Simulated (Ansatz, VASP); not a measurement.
**Ru in VASP and in Ansatz**

The input INCAR:

```
SYSTEM = Ru
PREC     = Accurate       ! precision mode
ENCUT    = 560            ! plane-wave cutoff, eV
EDIFF    = 1E-6           ! SCF threshold, eV
ISMEAR   = -1             ! smearing method
SIGMA    = 0.1            ! smearing width, eV
LREAL    = .FALSE.        ! projectors in reciprocal space
LASPH    = .TRUE.         ! aspherical terms in the spheres
NELM     = 120            ! most SCF steps
ALGO     = Normal         ! electronic algorithm
ISIF     = 2              ! what is computed and relaxed
LWAVE    = .FALSE.        ! write WAVECAR
LCHARG   = .TRUE.         ! write CHGCAR
LELF     = .TRUE.         ! ELF
LVHAR    = .TRUE.       
NBANDS   = 23             ! bands
GGA_COMPAT= .FALSE.
```

File KPOINTS:

```
regular mesh
0
G
  11 11 11
  0 0 0
```

Contents of POSCAR:

```
Ru
1.0
    0.0000000000      2.6046763945      2.6046763945
    2.6046763945      0.0000000000      2.6046763945
    2.6046763945      2.6046763945      0.0000000000
Ru
2
Direct
    0.1250000000      0.1250000000      0.1250000000
    0.8750000000      0.8750000000      0.8750000000
```

Input for Ansatz:

```yaml
crystal:
  lattice:
    - [0.0, 2.6046763945, 2.6046763945]
    - [2.6046763945, 0.0, 2.6046763945]
    - [2.6046763945, 2.6046763945, 0.0]
  atoms:
    - { symbol: Ru, position: [0.125, 0.125, 0.125] }
    - { symbol: Ru, position: [0.875, 0.875, 0.875] }
hamiltonian:
  xc: lda
  pseudopotentials:
    kind: paw
    azcp:
      Ru: "pseudopotentials/Ru.paw.azcp"
basis:
  ecutwfc: 420
  fft_grid_basis: typed
kpoints:
  mp_grid: { grid: [11, 11, 11], shift: [0, 0, 0] }
magnetization:
  spin_polarized: false
scf:
  occupations: { method: fermi_dirac, width: 0.1 }
  lower_state_search: "off"
output:
  stress: true
```

Alike in both runs: task single point; functional LDA; k mesh 11 × 11 × 11; occupations fermi-dirac, width 0.1 eV; no spin polarisation.

|  | VASP | Ansatz |
| --- | --- | --- |
| version | VASP 6.6.1 | Ansatz 0.2.0 |
| potentials or method | VASP PAW LDA potentials, release 64 (Ru_sv), cutoff 560 eV | plane waves (420 eV) with PAW, scalar-relativistic |
| valence electrons in the cell | 32 | 32 |

VASP gave:

```
pressure (GPa) : 19.8
```

Estimate Ansatz's values.

pressure (GPa): 19.6.

Ansatz warns that its potentials were made for another functional, while VASP's fit it. LDA's correlation is that of Perdew and Zunger in VASP and of Perdew and Wang (1992) in Ansatz.
